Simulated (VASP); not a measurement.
# FeNi3 (Fm-3m) in VASP: single point with PBEsol

Aim: the single point of FeNi3 with PBEsol.

Everything below comes from runs of VASP 6.6.1. Logs are shortened: lines on timing, memory, paths and dates and some standing lists are left out, and cuts for length are marked.

## 1. The cell of the first run

It takes space group Fm-3m (No. 225, cubic). The conventional cell has a = 5.551 Å, b = 5.551 Å, c = 5.551 Å, α = 90.00°, β = 90.00°, γ = 90.00°. Fe (site symmetry m-3m) has 14 Ni at 2.40 to 2.78 Å within 3.2 Å. Within 3.2 Å of Ni (site symmetry -43m) lie 10 Ni at 2.40 to 2.78 Å and 4 Fe at 2.40 Å. Within 3.2 Å of Ni (site symmetry m-3m) lie 8 Ni at 2.40 Å and 6 Fe at 2.78 Å.

## 2. Single point, PBEsol, collinear spin, ferromagnetic start

Contents of INCAR:

```
PREC     = Accurate       # precision mode
ENCUT    = 520            # plane-wave cutoff, eV
EDIFF    = 1E-6           # SCF threshold, eV
ISMEAR   = 0              # smearing method
SIGMA    = 0.1            # smearing width, eV
LREAL    = False          # projectors in reciprocal space
LASPH    = True           # aspherical terms in the spheres
NELM     = 150            # most SCF steps
ALGO     = Fast           # electronic algorithm
ISIF     = 2              # what is computed and relaxed
LWAVE    = False          # write WAVECAR
LCHARG   = True           # write CHGCAR
ISPIN    = 2              # spin polarisation
MAGMOM   = 3.06 0.76 0.76 0.34 # initial moments
LORBIT   = 11             # projections on sites
LMAXMIX  = 4              # l up to which the mixer works
GGA      = PS             # functional
LELF     = True           # ELF
LVHAR    = True         
NBANDS   = 31             # bands
```

Contents of KPOINTS:

```
regular mesh
0
Gamma
  14 14 14
```

Contents of POSCAR:

```
FeNi3
1.0
    0.0000000000      2.7756595781      2.7756595781
    2.7756595781      0.0000000000      2.7756595781
    2.7756595781      2.7756595781      0.0000000000
Fe Ni
1 3
Direct
    0.0000000000      0.0000000000      0.0000000000
    0.7500000000      0.7500000000      0.7500000000
    0.2500000000      0.2500000000      0.2500000000
    0.5000000000      0.5000000000      0.5000000000
```

Potentials or basis: VASP PAW PBE potentials, release 64 (Fe, Ni).

Launch:

```sh
$ cat potpaw_PBE.64/Fe/POTCAR potpaw_PBE.64/Ni/POTCAR > POTCAR
$ mpirun -np 1 vasp_std > vasp.out
```

OUTCAR:

```text
PREC = Accurate
   ENCUT = 520
   EDIFF = 1E-6
   ISMEAR = 0
   LREAL = False
   LASPH = True
   NELM = 150
   ISIF = 2
   ISPIN = 2
   LORBIT = 11
   GGA = PS

 ion  position               nearest neighbor table
   1  0.000  0.000  0.000-   2 2.40   2 2.40   2 2.40   3 2.40   3 2.40   3 2.40   3 2.40   2 2.40
                             4 2.78   4 2.78   4 2.78   4 2.78   4 2.78   4 2.78
   2  0.750  0.750  0.750-   4 2.40   4 2.40   4 2.40   1 2.40   1 2.40   1 2.40   4 2.40   1 2.40
                             3 2.78   3 2.78   3 2.78   3 2.78   3 2.78   3 2.78
   3  0.250  0.250  0.250-   1 2.40   1 2.40   1 2.40   4 2.40   4 2.40   4 2.40   4 2.40   1 2.40
                             2 2.78   2 2.78   2 2.78   2 2.78   2 2.78   2 2.78
   4  0.500  0.500  0.500-   3 2.40   3 2.40   3 2.40   2 2.40   2 2.40   2 2.40   3 2.40   2 2.40
                             1 2.78   1 2.78   1 2.78   1 2.78   1 2.78   1 2.78

  LATTYP: Found a face centered cubic cell.
 ALAT       =     5.5513191562

  Lattice vectors:

 A1 = (   0.0000000000,   2.7756595781,   2.7756595781)
 A2 = (   2.7756595781,   0.0000000000,   2.7756595781)
 A3 = (   2.7756595781,   2.7756595781,   0.0000000000)

Analysis of symmetry for initial positions (statically):
=====================================================================
 Subroutine PRICEL returns:
 Original cell was already a primitive cell.

 Routine SETGRP: Setting up the symmetry group for a
 face centered cubic supercell.

 Subroutine GETGRP returns: Found 48 space group operations
 (whereof 48 operations were pure point group operations)
 out of a pool of 48 trial point group operations.

The static configuration has the point symmetry O_h .

Analysis of symmetry for dynamics (positions and initial velocities):
=====================================================================
 Subroutine PRICEL returns:
 Original cell was already a primitive cell.

 Routine SETGRP: Setting up the symmetry group for a
 face centered cubic supercell.

 Subroutine GETGRP returns: Found 48 space group operations
 (whereof 48 operations were pure point group operations)
 out of a pool of 48 trial point group operations.

The dynamic configuration has the point symmetry O_h .

Analysis of structural, dynamic, and magnetic symmetry:
=====================================================================
 Subroutine PRICEL returns:
 Original cell was already a primitive cell.

 Routine SETGRP: Setting up the symmetry group for a
 face centered cubic supercell.

 Subroutine GETGRP returns: Found 48 space group operations
 (whereof 48 operations were pure point group operations)
 out of a pool of 48 trial point group operations.

The overall configuration has the point symmetry O_h .

 Subroutine INISYM returns: Found 48 space group operations
 (whereof 48 operations are pure point group operations),
 and found     1 'primitive' translations

----------------------------------------------------------------------------------------

                                     Primitive cell

  volume of cell :      42.7690

  direct lattice vectors                    reciprocal lattice vectors
     0.000000000  2.775659578  2.775659578    -0.180137364  0.180137364  0.180137364
     2.775659578  0.000000000  2.775659578     0.180137364 -0.180137364  0.180137364
     2.775659578  2.775659578  0.000000000     0.180137364  0.180137364 -0.180137364

  length of vectors
     3.925375420  3.925375420  3.925375420     0.312007067  0.312007067  0.312007067

  position of ions in fractional coordinates (direct lattice)
     0.000000000  0.000000000  0.000000000
     0.750000000  0.750000000  0.750000000
     0.250000000  0.250000000  0.250000000
     0.500000000  0.500000000  0.500000000

  ion indices of the primitive-cell ions
   primitive index   ion index
                 1           1
                 2           2
                 3           3
                 4           4

----------------------------------------------------------------------------------------

 KPOINTS: regular mesh

Automatic generation of k-mesh.
 Grid dimensions read from file:
[... 23 lines left out ...]
  0.071429  0.000000  0.000000      8.000000
  0.142857  0.000000  0.000000      8.000000
  0.214286  0.000000  0.000000      8.000000
  0.285714  0.000000  0.000000      8.000000
  0.357143  0.000000  0.000000      8.000000
[... 16 lines left out ...]
  0.214286  0.142857  0.000000     24.000000
  0.285714  0.142857  0.000000     24.000000
 [... further k-points ...]
   k-points           NKPTS =    104   k-points in BZ     NKDIM =    104   number of bands    NBANDS=     31
   number of dos      NEDOS =    301   number of ions     NIONS =      4
   total plane-waves  NPLWV =  27000
   dimension x,y,z NGX =    30 NGY =   30 NGZ =   30
   dimension x,y,z NGXF=    60 NGYF=   60 NGZF=   60
   ions per type =               1   3
   NGX,Y,Z   is equivalent  to a cutoff of  12.71, 12.71, 12.71 a.u.
   NGXF,Y,Z  is equivalent  to a cutoff of  25.41, 25.41, 25.41 a.u.
 SYSTEM =  unknown system
   PREC   = accura    normal or accurate (medium, high low for compatibility)
   ISTART =      0    job   : 0-new  1-cont  2-samecut
   ICHARG =      2    charge: 1-file 2-atom 10-const
   ISPIN  =      2    spin polarized calculation?
   LNONCOLLINEAR =      F non collinear calculations
   LSORBIT =      F    spin-orbit coupling
   LASPH  =      T    aspherical Exc in radial PAW
   ENCUT  =  520.0 eV  38.22 Ry    6.18 a.u.   7.30  7.30  7.30*2*pi/ulx,y,z
   NELM   =    150;   NELMIN=  2; NELMDL= -5     # of ELM steps
   EDIFF  = 0.1E-05   stopping-criterion for ELM
   LREAL  =      F    real-space projection
   EDIFFG = 0.1E-04   stopping-criterion for IOM
   NSW    =      0    number of steps for IOM
   IBRION =     -1    ionic relax: 0-MD 1-quasi-New 2-CG
   NFREE  =      0    steps in history (QN), initial steepest desc. (CG)
   ISIF   =      2    stress and relaxation
   ISYM   =      2    0-nonsym 1-usesym 2-fastsym
   POTIM  = 0.5000    time-step for ionic-motion
   TEBEG  =    0.0;   TEEND  =   0.0 temperature during run
   PSTRESS=    0.0 pullay stress
   NELECT =      38.0000    total number of electrons
   NUPDOWN=      -1.0000    fix difference up-down
   EMIN   =  10.00;   EMAX   =-10.00  energy-range for DOS
   EFERMI =   0.00;   METHOD = LEGACY
   ISMEAR =     0;   SIGMA  =   0.10  broadening in eV -4-tet -1-fermi 0-gaus
   EFERMI_NEDOS =   21; number of points for ismear=-14 and -15
   IALGO  =     68    algorithm
   IMIX   =      4    mixing-type and parameters
     AMIX     =   0.40;   BMIX     =  1.00
     AMIX_MAG =   1.60;   BMIX_MAG =  1.00
  volume/ion in A,a.u.               =      10.69        72.15
  Fermi-wavevector in a.u.,A,eV,Ry     =   1.573837  2.974121 33.701139  2.476964
  Thomas-Fermi vector in A             =   2.675062
   LORBIT       =     11    0 simple, 1 ext, 2 COOP (PROOUT), +10 PAW based schemes
   GGA     = PS    functional components
   LHFCALC =     F    Hartree Fock is set to
   AEXX    =    0.0000 exact exchange contribution
   IVDW    =     0    specifies the selected vdW correction
   LEPSILON=     F    determine dielectric tensor
   LRPA    =     F    only Hartree local field effects (RPA)
 spin polarized calculation
 RMM-DIIS sequential band-by-band and
 Gauss-broadening in eV      SIGMA  =   0.10
  energy-cutoff  :      520.00
  volume of cell :       42.77
 maximum number of plane-waves:      1173
 NGX is ok and might be reduce to    30
   NGX = 15   NGY = 15   NGZ = 15

 number of electron      38.0000031 magnetization       4.3600997

 Free energy of the ion-electron system (eV)
  ---------------------------------------------------
  ext. energy  EPLUGINS =         0.00000000
  ---------------------------------------------------
  free energy    TOTEN  =       -27.19425543 eV

  energy without entropy =      -27.17822110  energy(sigma->0) =      -27.18623826

 E-fermi :   8.7434     XC(G=0): -13.5531

 val. band max:        8.7428363641   @ k =   0.4286   0.2857   0.0714
 cond. band min:       8.7460633623   @ k =  -0.3571   0.4286   0.2143
 fundamental gap:      0.0032269981
 Fermi energy:         8.7433829555

 spin component 1

 k-point     1 :       0.0000    0.0000    0.0000
  band No.  band energies     occupation
      1      -0.4699      1.00000
      2       3.9027      1.00000
      3       3.9027      1.00000
      4       5.0300      1.00000
      5       5.0300      1.00000
      6       5.0300      1.00000
[... 805 lines left out ...]
     30      22.0076      0.00000
     31      22.8255      0.00000

 [... further k-points ...]

 spin component 2

 k-point     1 :       0.0000    0.0000    0.0000
  band No.  band energies     occupation
      1      -0.3716      1.00000
      2       4.7835      1.00000
      3       4.7835      1.00000
      4       5.8531      1.00000
      5       5.8531      1.00000
      6       5.8531      1.00000
[... 805 lines left out ...]
     30      22.3761      0.00000
     31      23.1154      0.00000

 [... further k-points ...]

------------------------ aborting loop because EDIFF is reached ----------------------------------------

  FORCE on cell =-STRESS in cart. coord.  units (eV):
  Direction    XX          YY          ZZ          XY          YZ          ZX
  --------------------------------------------------------------------------------------
  -------------------------------------------------------------------------------------
  Total       -0.0337016     -0.0337016     -0.0337016      0.0000000     -0.0000000      0.0000000
  in kB       -1.2625028     -1.2625028     -1.2625028      0.0000000     -0.0000000      0.0000000
  external PRESSURE =      -1.2625028 kB  Pullay stress =       0.0000000 kB

 VOLUME and BASIS-vectors are now :
 -----------------------------------------------------------------------------
  energy-cutoff  :      520.00
  volume of cell :       42.77
      direct lattice vectors                 reciprocal lattice vectors
     0.000000000  2.775659578  2.775659578    -0.180137364  0.180137364  0.180137364
     2.775659578  0.000000000  2.775659578     0.180137364 -0.180137364  0.180137364
     2.775659578  2.775659578  0.000000000     0.180137364  0.180137364 -0.180137364

 POSITION                                       TOTAL-FORCE (eV/Angst)
 -----------------------------------------------------------------------------------
      0.00000      0.00000      0.00000        -0.000000     -0.000000     -0.000000
      4.16349      4.16349      4.16349         0.000000      0.000000      0.000000
      1.38783      1.38783      1.38783        -0.000000     -0.000000     -0.000000
      2.77566      2.77566      2.77566        -0.000000     -0.000000     -0.000000
 -----------------------------------------------------------------------------------
    total drift:                                0.000000     -0.000000      0.000000

  FREE ENERGIE OF THE ION-ELECTRON SYSTEM (eV)
  ---------------------------------------------------
  free  energy   TOTEN  =       -27.1942554278 eV

  energy  without entropy=      -27.1782211013  energy(sigma->0) =      -27.18623826

 total charge

# of ion       s       p       d       tot
------------------------------------------
    1        0.486   0.535   6.164   7.185
    2        0.524   0.546   8.346   9.416
    3        0.524   0.546   8.346   9.416
    4        0.506   0.528   8.384   9.418
--------------------------------------------------
tot          2.040   2.155  31.239  35.435

 magnetization (x)

# of ion       s       p       d       tot
------------------------------------------
    1        0.007  -0.002   2.773   2.778
    2       -0.008  -0.032   0.675   0.634
    3       -0.008  -0.032   0.675   0.634
    4       -0.016  -0.032   0.351   0.304
--------------------------------------------------
tot         -0.024  -0.098   4.474   4.351
```

It took 8.9 min on 1 thread of Intel Xeon Platinum 8175M at 2.50GHz (Skylake/Cascade Lake), shared host; peak memory 0.33 GiB.

Results:

```
Free energy                                           : -27.1943 eV
Pressure                                              : -0.1 GPa
Net moment                                            : 4.36 μB per cell
Site moments                                          : Fe +2.78; Ni +0.63, +0.30 (each value once) μB
Valence electrons inside the program's atomic spheres : Fe 7.18; Ni 9.42
```

Caveat: the PAW data sets were made with another functional, which shifts forces and pressure a little.
